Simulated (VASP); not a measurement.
## AsP2: single point with PBE

AsP2:

```
CELL_PARAMETERS angstrom
3.45215 0.00000 0.00000
-1.72607 2.98965 0.00000
0.00000 0.00000 8.78701
ATOMIC_POSITIONS crystal
P 0.66667 0.33333 0.37980
P 0.33333 0.66667 0.62020
P 0.33333 0.66667 0.87980
P 0.66667 0.33333 0.12020
As 0.00000 0.00000 0.50000
As 0.00000 0.00000 0.00000
```

The cell was generated, and may not be a known phase.

```json
{"Program": "VASP 6.6.1", "Task": "single point", "Functional": "PBE", "Potentials or basis": "VASP PAW PBE potentials, release 64 (P, As)", "Cutoff": "520 eV", "k mesh": "6 × 6 × 2", "Occupations": "gaussian, width 0.1 eV", "Spin": "no spin polarisation"}
```

```
Pressure               : 42.7 GPa
Largest force          : 4.979 eV/Å
Band gap on the k mesh : zero (bands 15 and 16 overlap by 2.32 eV)
```

Forces in eV/Å, atoms in the order of the input:
```
P    0.000  0.000 -4.979
P    0.000  0.000  4.979
P    0.000  0.000 -4.979
P    0.000  0.000  4.979
As   0.000  0.000  0.000
As   0.000  0.000  0.000
```

Stress tensor (GPa, compression positive):
```
51.37  0.00  0.00
 0.00 51.37  0.00
 0.00  0.00 25.38
```

Levels at points of the mesh, in eV from the Fermi level:
```csv
k point,band 12,band 13,band 14,band 15,band 16,band 17,band 18,band 19
"(0.00, 0.00, 0.00)",-2.56,-1.64,-1.64,-1.46,-0.59,0.56,0.69,1.23
"(0.50, 0.00, 0.00)",-3.62,-2.60,-1.91,-1.43,0.26,1.31,1.81,3.09
"(0.00, 0.00, 0.50)",-2.12,-2.12,-2.12,-0.50,-0.50,0.93,0.93,2.73
"(0.50, 0.00, 0.50)",-4.28,-1.67,-1.67,-1.03,-1.03,0.76,0.76,3.44
```

Wall time 51 s on 1 thread of Oxide Virtual Turin-like Processor, on a shared host, peak memory 0.18 GiB.

Caveat: the stress differs along the axes, from 25 to 51 GPa; forces of over 1 eV/Å act on the atoms, so gaps and moduli don't describe the material at rest.
